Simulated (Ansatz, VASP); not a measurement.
## CoO in VASP and in Ansatz

Contents of INCAR:

```
SYSTEM = CoO
  PREC = Accurate
  ENCUT = 520
  EDIFF = 1E-8
  ISMEAR = -1
  SIGMA = 0.03
  LREAL = .FALSE.
  LASPH = .TRUE.
  NELM = 150
  ALGO = Normal
  ISIF = 2
  LWAVE = .FALSE.
  LCHARG = .FALSE.
  ISPIN = 2
  MAGMOM = 2 0
  LORBIT = 11
  LMAXMIX = 4
  GGA = PE
  LEFG = .TRUE.
  NBANDS = 18
```

The input KPOINTS:

```
Automatic mesh
0
G
  13 13 15
  0 0 0
```

The input POSCAR:

```
CoO
1.0
   -1.4718476518      1.5139926509      2.1072499549
    1.5139926509     -1.4718476518      2.1072499549
    1.5020076549      1.5020076549     -2.0770899518
Co O
1 1
Direct
    0.0000000000      0.0000000000      0.0000000000
    0.5000000000      0.5000000000      0.0000000000
```

Input for Ansatz:

```yaml
crystal:
  lattice:
    - [-1.4718476518, 1.5139926509, 2.1072499549]
    - [1.5139926509, -1.4718476518, 2.1072499549]
    - [1.5020076549, 1.5020076549, -2.0770899518]
  atoms:
    - { symbol: Co, position: [0.0, 0.0, 0.0], spin: 2.0 }
    - { symbol: O, position: [0.5, 0.5, 0.0] }
magnetization:
  spin_polarized: true
kpoints:
  mp_grid: { grid: [13, 13, 15] }
scf:
  occupations: { method: fermi_dirac, width: 0.03 }
hamiltonian:
  xc: pbe
  pseudopotentials: { kind: all_electron, datasets: crystal }
output:
  forces: true
  stress: true
  eigenvalues: true
  efg: { contact_densities: true }
```

Change from the starting cell: equal xy, yz and zx shear strains of +2 %, crystal datasets.

Alike in both runs: task electric field gradients; functional PBE; k mesh 13 × 13 × 15; occupations fermi-dirac, width 0.03 eV; collinear spin.

|  | VASP | Ansatz |
| --- | --- | --- |
| version | VASP 6.6.1 | Ansatz 0.2.0 |
| potentials or method | VASP PAW PBE potentials, release 64 (Co, O), cutoff 520 eV | all-electron PAW with datasets made for the crystal, scalar-relativistic |

|  | VASP | Ansatz | Ansatz less VASP |
| --- | --- | --- | --- |
| pressure (GPa) | -0.5 | 0.0 | +0.53 |
| traceless stress, the component that is largest in VASP (GPa) | 0.45 | 0.53 | +0.076 |
| net moment per atom (μB) | 1.45 | 1.46 | +0.012 |
| size of the moment on the site where the two differ most (μB) | 2.56 | 2.49 | -0.066 |
| size of Vzz on the site where it differs most (V/Å²) | 12.6 | 19.9 | +7.31 |

Site moments also hang on the region over which each program counts them. Ansatz ran all-electron here, and VASP with PAW potentials.
